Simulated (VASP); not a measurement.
Here is a VASP 6.6.1 calculation.

Contents of POSCAR:

```
InP
1.0
    0.0000000000      2.9534310298      2.9534310298
    2.9534310298      0.0000000000      2.9534310298
    2.9534310298      2.9534310298      0.0000000000
In P
1 1
Direct
    0.0000000000      0.0000000000      0.0000000000
    0.2500000000      0.2500000000      0.2500000000
```

The input INCAR.step1:

```
SYSTEM = InP
PREC     = Accurate       ! precision mode
ENCUT    = 520            ! plane-wave cutoff, eV
ISMEAR   = 0              ! smearing method
SIGMA    = 0.01           ! smearing width, eV
LREAL    = .FALSE.        ! projectors in reciprocal space
LASPH    = .TRUE.         ! aspherical terms in the spheres
NELM     = 60             ! most SCF steps
NBANDS   = 16             ! bands
GGA      = PE             ! functional
ALGO     = Normal         ! electronic algorithm
EDIFF    = 1E-4           ! SCF threshold, eV
LWAVE    = .TRUE.         ! write WAVECAR
LCHARG   = .FALSE.        ! write CHGCAR
```

File INCAR.step2:

```
SYSTEM = InP
PREC     = Accurate       ! precision mode
ENCUT    = 520            ! plane-wave cutoff, eV
EDIFF    = 1E-6           ! SCF threshold, eV
ISMEAR   = 0              ! smearing method
SIGMA    = 0.01           ! smearing width, eV
LREAL    = .FALSE.        ! projectors in reciprocal space
LASPH    = .TRUE.         ! aspherical terms in the spheres
NELM     = 60             ! most SCF steps
ALGO     = Normal         ! electronic algorithm
ISIF     = 2              ! what is computed and relaxed
LWAVE    = .FALSE.        ! write WAVECAR
LCHARG   = .FALSE.        ! write CHGCAR
METAGGA  = R2SCAN         ! meta-GGA
LMIXTAU  = .TRUE.       
NBANDS   = 16             ! bands
ISTART   = 1
```

File KPOINTS:

```
regular mesh
0
G
  12 12 12
  0 0 0
```

Potentials or basis: VASP PAW PBE potentials, release 64 (In_d, P).

Run with:

```console
$ cat potpaw_PBE.64/In_d/POTCAR potpaw_PBE.64/P/POTCAR > POTCAR
$ cp INCAR.step1 INCAR
$ mpirun -np 1 vasp_std > vasp.out
$ cp INCAR.step2 INCAR
$ mpirun -np 1 vasp_std > vasp.out
```

**Question.** Predict the band gap on the k mesh.

**Answer.** 1.03 eV, direct.

**Question.** Predict the pressure.

**Answer.** -0.1 GPa.

Caveat: the PAW data sets were made with another functional, which shifts forces and pressure a little; spin-orbit coupling is left out, which moves the levels of the heavy elements.
